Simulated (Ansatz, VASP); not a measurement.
## Re: VASP beside Ansatz

INCAR

```
  ALGO = Normal
  EDIFF = 1E-6
  ENCUT = 560
  GGA = PE
  GGA_COMPAT = F
  ISIF = 2
  ISMEAR = -1
  LASPH = T
  LCHARG = T
  LELF = T
  LREAL = F
  LVHAR = T
  LWAVE = F
  NBANDS = 22
  NELM = 120
  PREC = Accurate
  SIGMA = 0.1
```

KPOINTS

```
k-points
0
Gamma
  16 16 16
```

File POSCAR:

```
Re
1.0
    0.0000000000      2.7485052874      2.7485052874
    2.7485052874      0.0000000000      2.7485052874
    2.7485052874      2.7485052874      0.0000000000
Re
2
Direct
    0.1250000000      0.1250000000      0.1250000000
    0.8750000000      0.8750000000      0.8750000000
```

Input for Ansatz:

```yaml
crystal:
  lattice:
    - [0.0, 2.7485052874, 2.7485052874]
    - [2.7485052874, 0.0, 2.7485052874]
    - [2.7485052874, 2.7485052874, 0.0]
  atoms:
    - { symbol: Re, position: [0.125, 0.125, 0.125] }
    - { symbol: Re, position: [0.875, 0.875, 0.875] }
hamiltonian:
  xc: pbe
  pseudopotentials:
    kind: paw
    azcp:
      Re: "pseudopotentials/Re.paw.azcp"
basis:
  ecutwfc: 420
  fft_grid_basis: typed
kpoints:
  mp_grid: { grid: [16, 16, 16], shift: [0, 0, 0] }
magnetization:
  spin_polarized: false
scf:
  occupations: { method: fermi_dirac, width: 0.1 }
output:
  stress: true
```

Alike in both runs: task single point; functional PBE; k mesh 16 × 16 × 16; occupations fermi-dirac, width 0.1 eV; no spin polarisation.

|  | VASP | Ansatz |
| --- | --- | --- |
| version | VASP 6.6.1 | Ansatz 0.2.0 |
| potentials or method | VASP PAW PBE potentials, release 64 (Re_sv_GW), cutoff 560 eV | plane waves (420 eV) with PAW, scalar-relativistic |
| valence electrons in the cell | 30 | 30 |

Ansatz gave:

```
pressure (GPa) : 17.7
```

What did VASP give for the same quantities?

Pressure (GPa): 16.7.

Neither program's run includes spin-orbit coupling.
